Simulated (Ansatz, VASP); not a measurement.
## One calculation of HgSe, two programs

```
CELL_PARAMETERS angstrom
0.00000 3.05611 3.05611
3.05611 0.00000 3.05611
3.05611 3.05611 0.00000
ATOMIC_POSITIONS crystal
Hg 0.00000 0.00000 0.00000
Se 0.75000 0.75000 0.75000
```

Change from the starting cell: volume scaled by 1.02.

Alike in both runs: task single point; functional PBE; k mesh 9 × 9 × 9; occupations fermi-dirac, width 0.02 eV; no spin polarisation.

|  | VASP | Ansatz |
| --- | --- | --- |
| version | VASP 6.6.1 | Ansatz 0.2.0 |
| potentials or method | VASP PAW PBE potentials, release 64 (Hg, Se), cutoff 500 eV | all-electron LAPW, scalar-relativistic |

```tsv
	VASP	Ansatz	Ansatz less VASP
pressure (GPa)	3.9	3.7	-0.28
```

Ansatz ran all-electron here, and VASP with PAW potentials.

Spin-orbit coupling is off throughout.
